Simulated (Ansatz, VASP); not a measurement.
## Two plane-wave programs on WS2

The input INCAR:

```
  ALGO = Normal
  DIPOL = 0.5 0.5 0.400
  EDIFF = 1E-6
  ENCUT = 520
  GGA = PE
  IDIPOL = 3
  ISIF = 2
  ISMEAR = 0
  IVDW = 12
  LASPH = T
  LCHARG = F
  LDIPOL = T
  LREAL = F
  LWAVE = F
  NBANDS = 35
  NELM = 80
  PREC = Accurate
  SIGMA = 0.05
```

The input KPOINTS:

```
k-points
0
Gamma
  9 9 1
```

POSCAR

```
WS2
1.0
    3.1595457497      0.0000000000      0.0000000000
   -1.5797728749      2.7362468836      0.0000000000
    0.0000000000      0.0000000000     23.8042575719
S W
4 2
Direct
    0.3333333333      0.6666666667      0.1890418126
    0.3333333333      0.6666666667      0.3214605103
    0.5000000000      0.6666666667      0.4785752612
    0.5000000000      0.6666666667      0.6109939589
    0.6666666667      0.3333333333      0.2552511581
    0.8333333333      0.3333333333      0.5447846067
```

Input for Ansatz:

```yaml
crystal:
  lattice:
    - [3.1595457497, 0.0, 0.0]
    - [-1.5797728749, 2.7362468836, 0.0]
    - [0.0, 0.0, 23.8042575719]
  atoms:
    - { symbol: S, position: [0.3333333333, 0.6666666667, 0.1890418126] }
    - { symbol: W, position: [0.6666666667, 0.3333333333, 0.2552511581] }
    - { symbol: S, position: [0.3333333333, 0.6666666667, 0.3214605103] }
    - { symbol: S, position: [0.5, 0.6666666667, 0.4785752612] }
    - { symbol: W, position: [0.8333333333, 0.3333333333, 0.5447846067] }
    - { symbol: S, position: [0.5, 0.6666666667, 0.6109939589] }
basis:
  ecutwfc: 420
kpoints:
  mp_grid: { grid: [9, 9, 1] }
hamiltonian:
  xc: pbe
  pseudopotentials: { kind: paw, azcp: { folder: soft_1 } }
  dispersion: d3bj
scf:
  occupations: { method: gaussian, width: 0.05 }
output:
  forces: true
  eigenvalues: true
efield:
  axis: 3
  dipole_correction: true
  ramp_width: 0.04
```

Alike in both runs: task single point; functional PBE; dispersion D3(BJ); k mesh 9 × 9 × 1; occupations gaussian, width 0.05 eV; no spin polarisation.

|  | VASP | Ansatz |
| --- | --- | --- |
| version | VASP 6.6.1 | Ansatz 0.2.0 |
| potentials or method | VASP PAW PBE potentials, release 64 (S, W_sv), cutoff 520 eV | scalar-relativistic, plane waves, PAW |
| valence electrons in the cell | 52 | 52 |

VASP gave:

```
gap on the k mesh at the Fermi level (eV) : 1.83
least direct gap on the mesh (eV)         : 1.91
rms of the force components (eV/Å)        : 0.018
```

Q: What did Ansatz give for the same quantities?

A: gap on the k mesh at the Fermi level (eV): 1.81; least direct gap on the mesh (eV): 1.91; rms of the force components (eV/Å): 0.017.

Neither program's run includes spin-orbit coupling.
